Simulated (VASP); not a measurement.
# Ta2N (P-31m) in VASP: a series of runs, part 2 of 2

VASP 6.6.1. The steps go on from the part before.

### 3 Single point, LDA (13.62 Å³/atom)

This run uses another cell than the first one, of 13.62 Å³/atom.

Input file INCAR:

```
SYSTEM = Ta2N
PREC = Accurate
ENCUT = 520
EDIFF = 1E-6
ISMEAR = 0
SIGMA = 0.1
LREAL = .False.
LASPH = .True.
NELM = 80
ALGO = Normal
ISIF = 2
LWAVE = .False.
LCHARG = .False.
NBANDS = 50
```

Input file KPOINTS:

```
Automatic mesh
0
Gamma
  9 9 8
  0 0 0
```

Input file POSCAR:

```
Ta2N
1.0
    5.3348224560      0.0000000029      0.0000000000
   -2.6674112305      4.6200917701      0.0000000000
    0.0000000000      0.0000000000      4.9728785544
Ta N
6 3
Direct
    0.6676151753      0.6676151753      0.7516251956
    0.0000000000      0.3323848247      0.7516251956
    0.3323848247      0.0000000000      0.7516251956
    0.3323848247      0.3323848247      0.2483748044
    0.0000000000      0.6676151753      0.2483748044
    0.6676151753      0.0000000000      0.2483748044
    0.6666666667      0.3333333333      0.5000000000
    0.3333333333      0.6666666667      0.5000000000
    0.0000000000      0.0000000000      0.0000000000
```

Potentials or basis: VASP PAW LDA potentials, release 64 (Ta_pv, N).

Launch:

```bash
$ cat potpaw_LDA.64/Ta_pv/POTCAR potpaw_LDA.64/N/POTCAR > POTCAR
$ mpirun -np 1 vasp_std > vasp.out
```

OUTCAR:

```text
SYSTEM = Ta2N
   PREC = Accurate
   ENCUT = 520
   EDIFF = 1E-6
   ISMEAR = 0
   LREAL = .False.
   LASPH = .True.
   NELM = 80
   ISIF = 2

 ion  position               nearest neighbor table
   1  0.668  0.668  0.752-   9 2.16   7 2.18   8 2.18   6 3.04   5 3.04   4 3.05   6 3.07   5 3.07
                             2 3.07   3 3.07   4 3.08   3 3.08   2 3.08   3 3.08   2 3.08
   2  0.000  0.332  0.752-   9 2.16   7 2.18   8 2.18   6 3.04   4 3.04   5 3.05   6 3.07   4 3.07
                             1 3.07   3 3.07   5 3.08   3 3.08   1 3.08   1 3.08   3 3.08
   3  0.332  0.000  0.752-   9 2.16   8 2.18   7 2.18   4 3.04   5 3.04   6 3.05   4 3.07   5 3.07
                             2 3.07   1 3.07   6 3.08   2 3.08   1 3.08   1 3.08   2 3.08
   4  0.332  0.332  0.248-   9 2.16   8 2.18   7 2.18   3 3.04   2 3.04   1 3.05   3 3.07   2 3.07
                             5 3.07   6 3.07   1 3.08   6 3.08   5 3.08   6 3.08   5 3.08
   5  0.000  0.668  0.248-   9 2.16   8 2.18   7 2.18   3 3.04   1 3.04   2 3.05   3 3.07   1 3.07
                             4 3.07   6 3.07   2 3.08   6 3.08   4 3.08   4 3.08   6 3.08
   6  0.668  0.000  0.248-   9 2.16   7 2.18   8 2.18   1 3.04   2 3.04   3 3.05   1 3.07   2 3.07
                             5 3.07   4 3.07   3 3.08   5 3.08   4 3.08   4 3.08   5 3.08
   7  0.667  0.333  0.500-   6 2.18   2 2.18   5 2.18   3 2.18   1 2.18   4 2.18
   8  0.333  0.667  0.500-   3 2.18   5 2.18   2 2.18   6 2.18   4 2.18   1 2.18
   9  0.000  0.000  0.000-   2 2.16   5 2.16   4 2.16   1 2.16   3 2.16   6 2.16

  LATTYP: Found a hexagonal cell.
 ALAT       =     5.3348224560
 C/A-ratio  =     0.9321544616

  Lattice vectors:

 A1 = (   5.3348224560,   0.0000000029,   0.0000000000)
 A2 = (  -2.6674112305,   4.6200917701,   0.0000000000)
 A3 = (   0.0000000000,   0.0000000000,   4.9728785544)

Analysis of symmetry for initial positions (statically):
=====================================================================
 Subroutine PRICEL returns:
 Original cell was already a primitive cell.

 Routine SETGRP: Setting up the symmetry group for a
 hexagonal supercell.

 Subroutine GETGRP returns: Found 12 space group operations
 (whereof 12 operations were pure point group operations)
[... 160 lines left out ...]
   LRPA    =     F    only Hartree local field effects (RPA)
 non-spin polarized calculation
 Gauss-broadening in eV      SIGMA  =   0.10
  energy-cutoff  :      520.00
  volume of cell :      122.57
 maximum number of plane-waves:      3322
   NGX = 19   NGY = 19   NGZ = 19

 number of electron      80.9999998 magnetization

 Free energy of the ion-electron system (eV)
  ---------------------------------------------------
  ext. energy  EPLUGINS =         0.00000000
  ---------------------------------------------------
  free energy    TOTEN  =      -113.78157093 eV

  energy without entropy =     -113.76829344  energy(sigma->0) =     -113.77493219

 E-fermi :   7.1520     XC(G=0): -13.0419

 val. band max:        7.1465162858   @ k =   0.3333   0.0000   0.0000
 cond. band min:       7.1520580078   @ k =   0.4444   0.0000   0.1250
 fundamental gap:      0.0055417220
 Fermi energy:         7.1519894077

 k-point     1 :       0.0000    0.0000    0.0000
  band No.  band energies     occupation
      1     -28.3932      2.00000
      2     -28.0243      2.00000
      3     -27.8772      2.00000
      4     -27.8772      2.00000
      5     -27.8729      2.00000
      6     -27.8729      2.00000
[... 1261 lines left out ...]
     49      10.0517      0.00000
     50      10.3256      0.00000

 [... further k-points ...]

------------------------ aborting loop because EDIFF is reached ----------------------------------------

  FORCE on cell =-STRESS in cart. coord.  units (eV):
  Direction    XX          YY          ZZ          XY          YZ          ZX
  --------------------------------------------------------------------------------------
  -------------------------------------------------------------------------------------
  Total      -11.5547525    -11.5547525    -11.5210822     -0.0000000      0.0000000      0.0000000
  in kB     -151.0402880   -151.0402880   -150.6001600     -0.0000000      0.0000000      0.0000000
  external PRESSURE =    -150.8935787 kB  Pullay stress =       0.0000000 kB

 VOLUME and BASIS-vectors are now :
 -----------------------------------------------------------------------------
  energy-cutoff  :      520.00
  volume of cell :      122.57
      direct lattice vectors                 reciprocal lattice vectors
     5.334822456  0.000000003  0.000000000     0.187447663  0.108222959  0.000000000
    -2.667411230  4.620091770  0.000000000    -0.000000000  0.216445917  0.000000000
     0.000000000  0.000000000  4.972878554     0.000000000  0.000000000  0.201090775

 POSITION                                       TOTAL-FORCE (eV/Angst)
 -----------------------------------------------------------------------------------
      1.78080      3.08444      3.73774        -0.003370     -0.005837      0.010480
     -0.88661      1.53565      3.73774        -0.003370      0.005837      0.010480
      1.77321      0.00000      3.73774         0.006740      0.000000      0.010480
      0.88661      1.53565      1.23514         0.003370      0.005837     -0.010480
     -1.78080      3.08444      1.23514         0.003370     -0.005837     -0.010480
      3.56161      0.00000      1.23514        -0.006740     -0.000000     -0.010480
      2.66741      1.54003      2.48644        -0.000000      0.000000     -0.000000
     -0.00000      3.08006      2.48644        -0.000000      0.000000     -0.000000
      0.00000      0.00000      0.00000        -0.000000      0.000000     -0.000000
 -----------------------------------------------------------------------------------
    total drift:                                0.000000     -0.000000      0.000000

  FREE ENERGIE OF THE ION-ELECTRON SYSTEM (eV)
  ---------------------------------------------------
  free  energy   TOTEN  =      -113.7815709345 eV

  energy  without entropy=     -113.7682934379  energy(sigma->0) =     -113.77493219
```

OSZICAR:

```text
N       E                     dE             d eps       ncg     rms          rms(c)
DAV:   1     0.821535024188E+03    0.82154E+03   -0.44082E+04  8100   0.169E+03
DAV:   2    -0.641846234101E+02   -0.88572E+03   -0.85581E+03  8850   0.501E+02
DAV:   3    -0.122689706395E+03   -0.58505E+02   -0.56823E+02 10184   0.115E+02
DAV:   4    -0.124155776033E+03   -0.14661E+01   -0.14485E+01  9920   0.171E+01
DAV:   5    -0.124192384779E+03   -0.36609E-01   -0.36532E-01 10384   0.228E+00    0.467E+01
DAV:   6    -0.114696472260E+03    0.94959E+01   -0.57986E+01 10124   0.301E+01    0.217E+01
DAV:   7    -0.113932928535E+03    0.76354E+00   -0.40660E+00  9640   0.822E+00    0.102E+01
DAV:   8    -0.113805258508E+03    0.12767E+00   -0.73493E-01  9792   0.393E+00    0.108E+00
DAV:   9    -0.113783176959E+03    0.22082E-01   -0.14593E-01 10296   0.133E+00    0.458E-01
DAV:  10    -0.113781872490E+03    0.13045E-02   -0.15264E-02 10086   0.590E-01    0.138E-01
DAV:  11    -0.113781583934E+03    0.28856E-03   -0.23308E-03 10200   0.211E-01    0.468E-02
DAV:  12    -0.113781578027E+03    0.59071E-05   -0.48948E-04 10142   0.846E-02    0.201E-02
DAV:  13    -0.113781570189E+03    0.78380E-05   -0.59984E-05 10328   0.324E-02    0.924E-03
DAV:  14    -0.113781570957E+03   -0.76811E-06   -0.10160E-05  8278   0.133E-02    0.378E-03
DAV:  15    -0.113781570935E+03    0.22327E-07   -0.30318E-07  5960   0.274E-03
   1 F= -.11378157E+03 E0= -.11377493E+03  d E =-.132775E-01
```

stdout:

```text
POSCAR found type information on POSCAR TaN
 POSCAR found :  2 types and       9 ions
 scaLAPACK will be used
 LDA part: xc-table for (Slater(with rela. corr.)+CA(PZ))
 , standard interpolation
 POSCAR, INCAR and KPOINTS ok, starting setup
 FFT: planning ... GRIDC
 FFT: planning ... GRID_SOFT
 FFT: planning ... GRID
 WAVECAR not read
 entering main loop
```

Wall time 6.2 min (1 thread of Intel Xeon 6975P-C (Granite Rapids), shared host); peak memory 0.45 GiB.

What came out:

```
Free energy            : -113.7816 eV
Pressure               : -15.1 GPa
Largest force          : 0.012 eV/Å
Band gap on the k mesh : zero (an odd number of electrons rules out a gap without spin polarisation)
```

Forces in eV/Å, atoms in the order of the input:
```
Ta  -0.003 -0.006  0.010
Ta  -0.003  0.006  0.010
Ta   0.007  0.000  0.010
Ta   0.003  0.006 -0.010
Ta   0.003 -0.006 -0.010
Ta  -0.007  0.000 -0.010
N    0.000  0.000  0.000
N    0.000  0.000  0.000
N    0.000  0.000  0.000
```

Levels at points of the mesh, in eV from the Fermi level:
| k point | band 37 | band 38 | band 39 | band 40 | band 41 | band 42 | band 43 | band 44 | band 45 | band 46 |
| --- | --- | --- | --- | --- | --- | --- | --- | --- | --- | --- |
| (0.00, 0.00, 0.00) | -1.54 | -0.80 | -0.44 | -0.44 | -0.33 | -0.13 | -0.13 | 0.64 | 0.64 | 1.67 |
| (0.00, 0.00, 0.50) | -1.68 | -1.68 | -1.35 | -1.35 | -0.96 | 0.56 | 0.56 | 0.77 | 1.98 | 1.98 |

Caveat: the cell stands under tension; spin-orbit coupling is left out, which moves the levels of the heavy elements.

### 4 Relaxation of shape and atoms at fixed volume, LDA (13.62 Å³/atom)

This run uses another cell than the first one, of 13.62 Å³/atom.

Input file INCAR:

```
PREC = Accurate ; ENCUT = 600
EDIFF = 1E-6 ; ISMEAR = 0
SIGMA = 0.1 ; LREAL = False
LASPH = True ; NELM = 60
ALGO = Fast ; ISIF = 4
LWAVE = False ; LCHARG = False
IBRION = 2 ; NSW = 50
EDIFFG = -0.01
```

Input file KPOINTS:

```
Automatic mesh
0
Gamma
  9 9 8
```

Input file POSCAR:

```
Ta2N
1.0
    5.3332522071      0.0000000029      0.0000000000
   -2.6666261061      4.6187318947      0.0000000000
    0.0000000000      0.0000000000      4.9758072764
Ta N
6 3
Direct
    0.6672604455      0.6672604455      0.7521396896
    0.0000000000      0.3327395545      0.7521396896
    0.3327395545      0.0000000000      0.7521396896
    0.3327395545      0.3327395545      0.2478603104
    0.0000000000      0.6672604455      0.2478603104
    0.6672604455      0.0000000000      0.2478603104
    0.6666666667      0.3333333333      0.5000000000
    0.3333333333      0.6666666667      0.5000000000
    0.0000000000      0.0000000000      0.0000000000
```

Launch:

```bash
$ cat potpaw_LDA.64/Ta_pv/POTCAR potpaw_LDA.64/N/POTCAR > POTCAR
$ mpirun -np 1 vasp_std > vasp.out
```

It took 44 min on 1 thread of Oxide Virtual Turin-like, shared host; peak memory 0.5 GiB.

Results (log left out):

* Free energy: -113.7838 eV
* Energy gained by relaxing: 0.0 meV/atom
* Ionic steps: 4
* Pressure after relaxing: -15.1 GPa
* Band gap on the k mesh: zero (an odd number of electrons rules out a gap without spin polarisation)

Forces in eV/Å, atoms in the order of the input:
```
Ta  -0.001 -0.002 -0.001
Ta  -0.001  0.002 -0.001
Ta   0.002  0.000 -0.001
Ta   0.001  0.002  0.001
Ta   0.001 -0.002  0.001
Ta  -0.002  0.000  0.001
N    0.000  0.000  0.000
N    0.000  0.000  0.000
N    0.000  0.000  0.000
```

Step by step:
| step | energy change (eV) | largest force (eV/Å) | pressure (GPa) | volume (Å³) |
| --- | --- | --- | --- | --- |
| 1 | 0.0000 | 0.0436 | -15.15 | 122.57 |
| 2 | -0.0003 | 0.0207 | -15.12 | 122.57 |
| 3 | -0.0003 | 0.0183 | -15.12 | 122.57 |
| 4 | -0.0003 | 0.0025 | -15.11 | 122.57 |

Final structure:
```yaml
crystal:
  lattice:
    - [5.33444, 0.00000, 0.00000]
    - [-2.66722, 4.61976, 0.00000]
    - [0.00000, 0.00000, 4.97358]
  atoms:
    - { symbol: Ta, position: [0.66752, 0.66752, 0.75175] }
    - { symbol: Ta, position: [0.00000, 0.33248, 0.75175] }
    - { symbol: Ta, position: [0.33248, 0.00000, 0.75175] }
    - { symbol: Ta, position: [0.33248, 0.33248, 0.24825] }
    - { symbol: Ta, position: [0.00000, 0.66752, 0.24825] }
    - { symbol: Ta, position: [0.66752, 0.00000, 0.24825] }
    - { symbol: N, position: [0.66667, 0.33333, 0.50000] }
    - { symbol: N, position: [0.33333, 0.66667, 0.50000] }
    - { symbol: N, position: [0.00000, 0.00000, 0.00000] }
```

Levels at points of the mesh, in eV from the Fermi level:
| k point | band 37 | band 38 | band 39 | band 40 | band 41 | band 42 | band 43 | band 44 | band 45 | band 46 |
| --- | --- | --- | --- | --- | --- | --- | --- | --- | --- | --- |
| (0.00, 0.00, 0.00) | -1.54 | -0.81 | -0.45 | -0.45 | -0.33 | -0.13 | -0.13 | 0.65 | 0.65 | 1.67 |
| (0.00, 0.00, 0.50) | -1.68 | -1.68 | -1.35 | -1.35 | -0.95 | 0.56 | 0.56 | 0.77 | 1.98 | 1.98 |

Caveat: spin-orbit coupling is left out, which moves the levels of the heavy elements.

### 5 Summary

```tsv
task	cell	cutoff (eV)	gap on the mesh (eV)	pressure (GPa)	largest force (eV/Å)
single point	a = 5.282, b = 5.282, c = 4.928 Å, angles 90.0, 90.0, 120.0°, 9 atoms, atomic positions A	520	none	-7.4	0.01
single point	a = 5.335, b = 5.335, c = 4.973 Å, angles 90.0, 90.0, 120.0°, 9 atoms, atomic positions B	520	none	-15.1	0.01
relaxation of shape and atoms at fixed volume	relaxed from a = 5.333, b = 5.333, c = 4.976 Å, angles 90.0, 90.0, 120.0°, 9 atoms, atomic positions A	600	none	-15.1	-
```

Alike in all rows: level LDA; potentials or basis VASP PAW LDA potentials, release 64 (Ta_pv, N); no spin polarisation; k mesh 9 × 9 × 8; smearing gaussian 0.1 eV.

Caveats: spin-orbit coupling is left out, which moves the levels of the heavy elements; the cell stands under tension (at least some runs).

Total energies depend on the potentials used, so only differences within one code and one set of settings carry meaning.

The gap in the log of VASP goes by the Fermi energy; the results here count the filled bands.